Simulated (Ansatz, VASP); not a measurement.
# Zr3O in VASP and in Ansatz

```xyz
8
Lattice="5.6510 0.0000 0.0000 -2.8255 4.8939 0.0000 0.0000 0.0000 5.1948" Properties=species:S:1:pos:R:3 pbc="T T T"
Zr   -1.8653    3.2307    2.5974
Zr   -0.9602    1.6631    0.0000
Zr    1.8653    3.2307    0.0000
Zr    3.7305    0.0000    2.5974
Zr    0.9602    1.6631    2.5974
Zr    1.9204    0.0000    0.0000
O     2.8255    1.6313    3.8961
O     0.0000    3.2626    1.2987
```

Alike in both runs: functional r2SCAN; k mesh 6 × 6 × 8; occupations gaussian, width 0.1 eV; no spin polarisation.

Ansatz relaxed the structure, and its values are those at the end. VASP's run is a single point on that final structure, the one shown.

|  | VASP | Ansatz |
| --- | --- | --- |
| version | VASP 6.6.1 | Ansatz 0.2.0 |
| potentials or method | VASP PAW PBE potentials, release 64 (Zr_sv, O), cutoff 520 eV | scalar-relativistic, plane waves, PAW |
| valence electrons in the cell | 84 | 84 |

|  | VASP | Ansatz | Ansatz less VASP |
| --- | --- | --- | --- |
| gap on the k mesh at the Fermi level (eV) | none | none | - |
| pressure (GPa) | 0.1 | 0.0 | -0.09 |
| rms of the force components (eV/Å) | 0.006 | 0.000 | -0.0060 |

VASP's potentials were made for PBE, not for r2SCAN. A gap of «none» marks a metal or a gap that the smearing closes.
